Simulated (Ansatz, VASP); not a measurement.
BN: VASP beside Ansatz

File INCAR:

```
PREC = Accurate
ENCUT = 520
EDIFF = 1E-7
ISMEAR = 0
SIGMA = 0.05
LREAL = F
LASPH = T
NELM = 100
ALGO = Normal
ISIF = 2
LWAVE = F
LCHARG = T
GGA = PS
LELF = T
LVHAR = T
NBANDS = 11
```

File KPOINTS:

```
Automatic mesh
0
Gamma
  12 12 12
```

File POSCAR:

```
BN
1.0
    0.0000000000      3.2026192256      2.5801145084
    1.1468208373      0.0000000000      2.5801145084
    1.1468208373      3.2026192256      0.0000000000
B N
1 1
Direct
    0.0000486500      0.0000486500      0.9999513500
    0.6666513400      0.6666513400      0.3333486600
```

Input for Ansatz:

```yaml
crystal:
  lattice:
    - [0.0, 3.2026192256, 2.5801145084]
    - [1.1468208373, 0.0, 2.5801145084]
    - [1.1468208373, 3.2026192256, 0.0]
  atoms:
    - { symbol: B, position: [4.865e-05, 4.865e-05, 0.99995135] }
    - { symbol: "N", position: [0.66665134, 0.66665134, 0.33334866] }
basis:
  ecutwfc: 420
kpoints:
  mp_grid: { grid: [12, 12, 12] }
hamiltonian:
  xc: pbesol
scf:
  occupations: { method: gaussian, width: 0.05 }
output:
  forces: true
  stress: true
  eigenvalues: true
```

Alike in both runs: task single point; functional PBEsol; k mesh 12 × 12 × 12; occupations gaussian, width 0.05 eV; no spin polarisation.

```csv
,VASP,Ansatz
version,VASP 6.6.1,Ansatz 0.2.0
potentials or method,"VASP PAW PBE potentials, release 64 (B, N), cutoff 520 eV","scalar-relativistic, plane waves, PAW"
valence electrons in the cell,8,8
```

|  | VASP | Ansatz | Ansatz less VASP |
| --- | --- | --- | --- |
| gap on the k mesh at the Fermi level (eV) | 1.95 | 1.96 | +0.005 |
| least direct gap on the mesh (eV) | 3.18 | 3.17 | -0.002 |
| pressure (GPa) | -14.8 | -15.0 | -0.27 |
| traceless stress, the component that is largest in VASP (GPa) | -90.64 | -90.53 | +0.111 |
| rms of the force components (eV/Å) | 0.271 | 0.299 | +0.0281 |

VASP's potentials were made for PBE, not for PBEsol. Atom by atom the forces differ by 0.028 eV/Å (rms over components). With one functional, cell and mesh, what is left measures potentials, basis and numerics.
